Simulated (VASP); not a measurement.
# InSe (P6_3/mmc) in VASP: notebook

InSe is run at these levels: PBE; tasks: single point.

Everything below comes from runs of VASP 6.6.1. Logs are shortened: lines on timing, memory, paths and dates and some standing lists are left out, and cuts for length are marked.

## Step 1: The cell of the first run

Symmetry: P6_3/mmc, No. 194, hexagonal system. Conventional cell: a = 4.050 Å, b = 4.050 Å, c = 16.761 Å, α = 90.00°, β = 90.00°, γ = 120.00°. In (site symmetry 3m) has 3 Se at 2.66 Å and 1 In at 2.79 Å within 3.5 Å. Within 3.5 Å of Se (site symmetry 3m) lie 3 In at 2.66 Å.

## Step 2: Single point, PBE (z stretched by -1 %, then relaxed in part)

Input file INCAR:

```
PREC     = Accurate       # precision mode
ENCUT    = 520            # plane-wave cutoff, eV
EDIFF    = 1E-6           # SCF threshold, eV
ISMEAR   = -1             # smearing method
SIGMA    = 0.05           # smearing width, eV
LREAL    = False          # projectors in reciprocal space
LASPH    = True           # aspherical terms in the spheres
NELM     = 60             # most SCF steps
ALGO     = Normal         # electronic algorithm
ISIF     = 2              # what is computed and relaxed
LWAVE    = False          # write WAVECAR
LCHARG   = False          # write CHGCAR
GGA      = PE             # functional
NBANDS   = 48             # bands
```

Input file KPOINTS:

```
Automatic mesh
0
Gamma
  13 13 3
```

Input file POSCAR:

```
InSe
1.0
    4.0499987506      0.0000000000      0.0000000000
   -2.0249993753      3.5074018033      0.0000000000
    0.0000000000      0.0000000000     16.7607000000
In Se
4 4
Direct
    0.3333333333      0.6666666667      0.1666652861
    0.6666666667      0.3333333333      0.6666652861
    0.3333333333      0.6666666667      0.3333347139
    0.6666666667      0.3333333333      0.8333347139
    0.3333333333      0.6666666667      0.5905988413
    0.6666666667      0.3333333333      0.0905988413
    0.3333333333      0.6666666667      0.9094011587
    0.6666666667      0.3333333333      0.4094011587
```

Potentials or basis: VASP PAW PBE potentials, release 64 (In_d, Se).

Command:

```sh
$ cat potpaw_PBE.64/In_d/POTCAR potpaw_PBE.64/Se/POTCAR > POTCAR
$ mpirun -np 1 vasp_std > vasp.out
```

OUTCAR:

```text
PREC = Accurate
   ENCUT = 520
   EDIFF = 1E-6
   ISMEAR = -1
   LREAL = False
   LASPH = True
   NELM = 60
   ISIF = 2
   GGA = PE

 ion  position               nearest neighbor table
   1  0.333  0.667  0.167-   6 2.66   6 2.66   6 2.66   3 2.79
   2  0.667  0.333  0.667-   5 2.66   5 2.66   5 2.66   4 2.79
   3  0.333  0.667  0.333-   8 2.66   8 2.66   8 2.66   1 2.79
   4  0.667  0.333  0.833-   7 2.66   7 2.66   7 2.66   2 2.79
   5  0.333  0.667  0.591-   2 2.66   2 2.66   2 2.66
   6  0.667  0.333  0.091-   1 2.66   1 2.66   1 2.66
   7  0.333  0.667  0.909-   4 2.66   4 2.66   4 2.66
   8  0.667  0.333  0.409-   3 2.66   3 2.66   3 2.66

  LATTYP: Found a hexagonal cell.
 ALAT       =     4.0499987506
 C/A-ratio  =     4.1384457211

  Lattice vectors:

 A1 = (   4.0499987506,   0.0000000000,   0.0000000000)
 A2 = (  -2.0249993753,   3.5074018033,   0.0000000000)
 A3 = (   0.0000000000,   0.0000000000,  16.7607000000)

Analysis of symmetry for initial positions (statically):
=====================================================================
 Subroutine PRICEL returns:
 Original cell was already a primitive cell.

 Routine SETGRP: Setting up the symmetry group for a
 hexagonal supercell.

 Subroutine GETGRP returns: Found 24 space group operations
 (whereof 12 operations were pure point group operations)
 out of a pool of 24 trial point group operations.

The static configuration has the point symmetry D_3d.
 The point group associated with its full space group is D_6h.

Analysis of symmetry for dynamics (positions and initial velocities):
=====================================================================
 Subroutine PRICEL returns:
 Original cell was already a primitive cell.

 Routine SETGRP: Setting up the symmetry group for a
 hexagonal supercell.

 Subroutine GETGRP returns: Found 24 space group operations
 (whereof 12 operations were pure point group operations)
 out of a pool of 24 trial point group operations.

The dynamic configuration has the point symmetry D_3d.
 The point group associated with its full space group is D_6h.

 Subroutine INISYM returns: Found 24 space group operations
 (whereof 12 operations are pure point group operations),
 and found     1 'primitive' translations

----------------------------------------------------------------------------------------

                                     Primitive cell

  volume of cell :     238.0853

  direct lattice vectors                    reciprocal lattice vectors
     4.049998751  0.000000000  0.000000000     0.246913656  0.142555666  0.000000000
    -2.024999375  3.507401803  0.000000000     0.000000000  0.285111332  0.000000000
     0.000000000  0.000000000 16.760700000     0.000000000  0.000000000  0.059663379

  length of vectors
     4.049998751  4.049998751 16.760700000     0.285111332  0.285111332  0.059663379

  position of ions in fractional coordinates (direct lattice)
     0.333333333  0.666666667  0.166665286
     0.666666667  0.333333333  0.666665286
     0.333333333  0.666666667  0.333334714
     0.666666667  0.333333333  0.833334714
     0.333333333  0.666666667  0.590598841
     0.666666667  0.333333333  0.090598841
     0.333333333  0.666666667  0.909401159
     0.666666667  0.333333333  0.409401159

  ion indices of the primitive-cell ions
   primitive index   ion index
                 1           1
                 2           2
                 3           3
                 4           4
                 5           5
                 6           6
                 7           7
                 8           8

----------------------------------------------------------------------------------------

 KPOINTS: Automatic mesh

Automatic generation of k-mesh.
 Grid dimensions read from file:
 generate k-points for:   13   13    3

 Generating k-lattice:

  Cartesian coordinates                     Fractional coordinates (reciprocal lattice)
     0.018993358  0.010965820  0.000000000     0.076923077  0.000000000  0.000000000
     0.000000000  0.021931641  0.000000000     0.000000000  0.076923077  0.000000000
     0.000000000  0.000000000  0.019887793     0.000000000  0.000000000  0.333333333

  Length of vectors
     0.021931641  0.021931641  0.019887793

  Shift w.r.t. Gamma in fractional coordinates (k-lattice)
     0.000000000  0.000000000  0.000000000

 Subroutine IBZKPT returns following result:
 ===========================================

 Found     42 irreducible k-points:

 Following reciprocal coordinates:
            Coordinates               Weight
  0.000000  0.000000  0.000000      1.000000
  0.076923  0.000000  0.000000      6.000000
  0.153846  0.000000  0.000000      6.000000
  0.230769  0.000000  0.000000      6.000000
  0.307692  0.000000  0.000000      6.000000
  0.384615  0.000000  0.000000      6.000000
[... 16 lines left out ...]
  0.076923  0.000000  0.333333     12.000000
  0.153846  0.000000  0.333333     12.000000
 [... further k-points ...]
   k-points           NKPTS =     42   k-points in BZ     NKDIM =     42   number of bands    NBANDS=     48
   number of dos      NEDOS =    301   number of ions     NIONS =      8
   total plane-waves  NPLWV = 113400
   dimension x,y,z NGX =    30 NGY =   30 NGZ =  126
   dimension x,y,z NGXF=    60 NGYF=   60 NGZF=  252
   ions per type =               4   4
   NGX,Y,Z   is equivalent  to a cutoff of  12.31, 12.31, 12.50 a.u.
   NGXF,Y,Z  is equivalent  to a cutoff of  24.63, 24.63, 25.00 a.u.
 SYSTEM =  unknown system
   PREC   = accura    normal or accurate (medium, high low for compatibility)
   ISTART =      0    job   : 0-new  1-cont  2-samecut
   ICHARG =      2    charge: 1-file 2-atom 10-const
   ISPIN  =      1    spin polarized calculation?
   LNONCOLLINEAR =      F non collinear calculations
   LSORBIT =      F    spin-orbit coupling
   LASPH  =      T    aspherical Exc in radial PAW
   ENCUT  =  520.0 eV  38.22 Ry    6.18 a.u.   7.53  7.53 31.16*2*pi/ulx,y,z
   NELM   =     60;   NELMIN=  2; NELMDL= -5     # of ELM steps
   EDIFF  = 0.1E-05   stopping-criterion for ELM
   LREAL  =      F    real-space projection
   EDIFFG = 0.1E-04   stopping-criterion for IOM
   NSW    =      0    number of steps for IOM
   IBRION =     -1    ionic relax: 0-MD 1-quasi-New 2-CG
   NFREE  =      0    steps in history (QN), initial steepest desc. (CG)
   ISIF   =      2    stress and relaxation
   ISYM   =      2    0-nonsym 1-usesym 2-fastsym
   POTIM  = 0.5000    time-step for ionic-motion
   TEBEG  =    0.0;   TEEND  =   0.0 temperature during run
   PSTRESS=    0.0 pullay stress
   NELECT =      76.0000    total number of electrons
   NUPDOWN=      -1.0000    fix difference up-down
   EMIN   =  10.00;   EMAX   =-10.00  energy-range for DOS
   EFERMI =   0.00;   METHOD = LEGACY
   ISMEAR =    -1;   SIGMA  =   0.05  broadening in eV -4-tet -1-fermi 0-gaus
   EFERMI_NEDOS =   21; number of points for ismear=-14 and -15
   IALGO  =     38    algorithm
   IMIX   =      4    mixing-type and parameters
     AMIX     =   0.40;   BMIX     =  1.00
     AMIX_MAG =   1.60;   BMIX_MAG =  1.00
  volume/ion in A,a.u.               =      29.76       200.83
  Fermi-wavevector in a.u.,A,eV,Ry     =   1.118841  2.114304 17.031854  1.251806
  Thomas-Fermi vector in A             =   2.255476
   LORBIT       =      0    0 simple, 1 ext, 2 COOP (PROOUT), +10 PAW based schemes
   GGA     = PE    functional components
   LHFCALC =     F    Hartree Fock is set to
   AEXX    =    0.0000 exact exchange contribution
   IVDW    =     0    specifies the selected vdW correction
   LEPSILON=     F    determine dielectric tensor
   LRPA    =     F    only Hartree local field effects (RPA)
 non-spin polarized calculation
  energy-cutoff  :      520.00
  volume of cell :      238.09
 maximum number of plane-waves:      6455
 NGX is ok and might be reduce to    30
   NGX = 15   NGY = 15   NGZ = 63

 number of electron      76.0000029 magnetization

 Free energy of the ion-electron system (eV)
  ---------------------------------------------------
  ext. energy  EPLUGINS =         0.00000000
  ---------------------------------------------------
  free energy    TOTEN  =       -28.34279821 eV

  energy without entropy =      -28.34261624  energy(sigma->0) =      -28.34270722

 E-fermi :   4.1421     XC(G=0):  -8.8293

 val. band max:        3.9590861526   @ k =   0.0000   0.0000   0.0000
 cond. band min:       4.2492684429   @ k =   0.0000   0.0000   0.0000
 fundamental gap:      0.2901822904
 Fermi energy:         4.1421326747

 k-point     1 :       0.0000    0.0000    0.0000
  band No.  band energies     occupation
      1     -10.8499      2.00000
      2     -10.8491      2.00000
      3     -10.6632      2.00000
      4     -10.6632      2.00000
      5     -10.6628      2.00000
      6     -10.6628      2.00000
[... 40 lines left out ...]
     47       9.0751      0.00000
     48       9.2792      0.00000

 k-point     2 :       0.0769    0.0000    0.0000
  band No.  band energies     occupation
      1     -10.8495      2.00000
      2     -10.8487      2.00000
      3     -10.6843      2.00000
      4     -10.6816      2.00000
      5     -10.6624      2.00000
      6     -10.6620      2.00000
[... 40 lines left out ...]
     47       8.9386      0.00000
     48       9.1679      0.00000

 k-point     3 :       0.1538    0.0000    0.0000
  band No.  band energies     occupation
      1     -10.8506      2.00000
      2     -10.8501      2.00000
      3     -10.7336      2.00000
      4     -10.7256      2.00000
      5     -10.6633      2.00000
      6     -10.6607      2.00000
[... 40 lines left out ...]
     47       8.3720      0.00000
     48       8.8802      0.00000

 k-point     4 :       0.2308    0.0000    0.0000
  band No.  band energies     occupation
      1     -10.8647      2.00000
      2     -10.8626      2.00000
      3     -10.7773      2.00000
      4     -10.7685      2.00000
      5     -10.7308      2.00000
      6     -10.7189      2.00000
[... 958 lines left out ...]
     47       9.2686      0.00000
     48       9.3515      0.00000

 k-point    23 :       0.0769    0.0000    0.3333
  band No.  band energies     occupation
      1     -10.8493      2.00000
      2     -10.8489      2.00000
      3     -10.6837      2.00000
      4     -10.6823      2.00000
      5     -10.6623      2.00000
      6     -10.6621      2.00000
[... 40 lines left out ...]
     47       9.0544      0.00000
     48       9.2434      0.00000

 k-point    24 :       0.1538    0.0000    0.3333
  band No.  band energies     occupation
      1     -10.8505      2.00000
      2     -10.8503      2.00000
      3     -10.7318      2.00000
      4     -10.7278      2.00000
      5     -10.6609      2.00000
      6     -10.6606      2.00000
[... 40 lines left out ...]
     47       8.5130      0.00000
     48       8.7633      0.00000

 [... further k-points ...]
[... 5 lines left out ...]
  --------------------------------------------------------------------------------------
  -------------------------------------------------------------------------------------
  Total        2.0976626      2.0976626      2.6992497      0.0000000      0.0000000      0.0000000
  in kB       14.1160651     14.1160651     18.1644011      0.0000000      0.0000000      0.0000000
  external PRESSURE =      15.4655104 kB  Pullay stress =       0.0000000 kB

 VOLUME and BASIS-vectors are now :
 -----------------------------------------------------------------------------
  energy-cutoff  :      520.00
  volume of cell :      238.09
      direct lattice vectors                 reciprocal lattice vectors
     4.049998751  0.000000000  0.000000000     0.246913656  0.142555666  0.000000000
    -2.024999375  3.507401803  0.000000000     0.000000000  0.285111332  0.000000000
     0.000000000  0.000000000 16.760700000     0.000000000  0.000000000  0.059663379

 POSITION                                       TOTAL-FORCE (eV/Angst)
 -----------------------------------------------------------------------------------
     -0.00000      2.33827      2.79343        -0.000000      0.000000      0.004843
      2.02500      1.16913     11.17378         0.000000      0.000000      0.004843
     -0.00000      2.33827      5.58692        -0.000000      0.000000     -0.004843
      2.02500      1.16913     13.96727         0.000000     -0.000000     -0.004843
     -0.00000      2.33827      9.89885        -0.000000      0.000000     -0.018468
      2.02500      1.16913      1.51850         0.000000      0.000000     -0.018468
     -0.00000      2.33827     15.24220        -0.000000     -0.000000      0.018468
      2.02500      1.16913      6.86185         0.000000     -0.000000      0.018468
 -----------------------------------------------------------------------------------
    total drift:                               -0.000000      0.000000      0.000000

  FREE ENERGIE OF THE ION-ELECTRON SYSTEM (eV)
  ---------------------------------------------------
  free  energy   TOTEN  =       -28.3427982053 eV

  energy  without entropy=      -28.3426162351  energy(sigma->0) =      -28.34270722
```

Run time: 6 min. Hardware: 1 thread of Intel Xeon Platinum 8488C (Sapphire Rapids), shared host; peak memory 0.54 GiB.

Results:

| Property | Result |
| --- | --- |
| Free energy | -28.3428 eV |
| Pressure | 1.5 GPa |
| Largest force | 0.018 eV/Å |
| Band gap on the k mesh | 0.29 eV, direct |

Forces in eV/Å, atoms in the order of the input:
```
In   0.000  0.000  0.005
In   0.000  0.000  0.005
In   0.000  0.000 -0.005
In   0.000  0.000 -0.005
Se   0.000  0.000 -0.018
Se   0.000  0.000 -0.018
Se   0.000  0.000  0.018
Se   0.000  0.000  0.018
```

Stress tensor (GPa, compression positive):
```
1.41 0.00 0.00
0.00 1.41 0.00
0.00 0.00 1.82
```

Caveat: the cell differs from its parent crystal (z stretched by -1 %, then relaxed in part); spin-orbit coupling is left out, which moves the levels of the heavy elements; this functional lacks dispersion, which binds the layers, so the pressure and a relaxed spacing across them are unreliable.

## Step 3: Single point, PBE (volume scaled by 0.94, then relaxed in part)

Input file INCAR:

```
SYSTEM = InSe
  PREC = Accurate
  ENCUT = 520
  EDIFF = 1E-7
  ISMEAR = -1
  SIGMA = 0.05
  LREAL = .FALSE.
  LASPH = .TRUE.
  NELM = 80
  ALGO = Normal
  ISIF = 2
  LWAVE = .FALSE.
  LCHARG = .FALSE.
  GGA = PE
  NBANDS = 48
```

Input file KPOINTS:

```
Automatic mesh
0
G
  13 13 3
  0 0 0
```

Input file POSCAR:

```
InSe
1.0
    3.9673225164      0.0000000000      0.0000000000
   -1.9836612582      3.4358020842      0.0000000000
    0.0000000000      0.0000000000     16.5843928206
In Se
4 4
Direct
    0.3333333333      0.6666666667      0.1663646152
    0.6666666667      0.3333333333      0.6663646152
    0.3333333333      0.6666666667      0.3336353848
    0.6666666667      0.3333333333      0.8336353848
    0.3333333333      0.6666666667      0.5872100747
    0.6666666667      0.3333333333      0.0872100747
    0.3333333333      0.6666666667      0.9127899253
    0.6666666667      0.3333333333      0.4127899253
```

Potentials or basis: VASP PAW PBE potentials, release 64 (In_d, Se).

Command:

```sh
$ cat potpaw_PBE.64/In_d/POTCAR potpaw_PBE.64/Se/POTCAR > POTCAR
$ mpirun -np 1 vasp_std > vasp.out
```

Run time: 12 min. Hardware: 1 thread of Oxide Virtual Turin-like, shared host; peak memory 0.52 GiB.

Results (log left out):

| Item | Value |
| --- | --- |
| Free energy | -28.1618 eV |
| Pressure | 3.4 GPa |
| Largest force | 0.017 eV/Å |
| Band gap on the k mesh | 0.54 eV, direct |

Forces in eV/Å, atoms in the order of the input:
```
In   0.000  0.000  0.017
In   0.000  0.000  0.017
In   0.000  0.000 -0.017
In   0.000  0.000 -0.017
Se   0.000  0.000 -0.014
Se   0.000  0.000 -0.014
Se   0.000  0.000  0.014
Se   0.000  0.000  0.014
```

Stress tensor (GPa, compression positive):
```
3.55 0.00 0.00
0.00 3.55 0.00
0.00 0.00 3.01
```

Levels at points of the mesh, in eV from the valence-band top:
| k point | band 34 | band 35 | band 36 | band 37 | band 38 | band 39 | band 40 | band 41 | band 42 | band 43 |
| --- | --- | --- | --- | --- | --- | --- | --- | --- | --- | --- |
| (0.00, 0.00, 0.00) | -1.04 | -1.04 | -0.96 | -0.96 | 0.00 | 0.54 | 2.04 | 2.33 | 2.38 | 4.37 |

Caveat: spin-orbit coupling is left out, which moves the levels of the heavy elements; this functional lacks dispersion, which binds the layers, so the pressure and a relaxed spacing across them are unreliable.
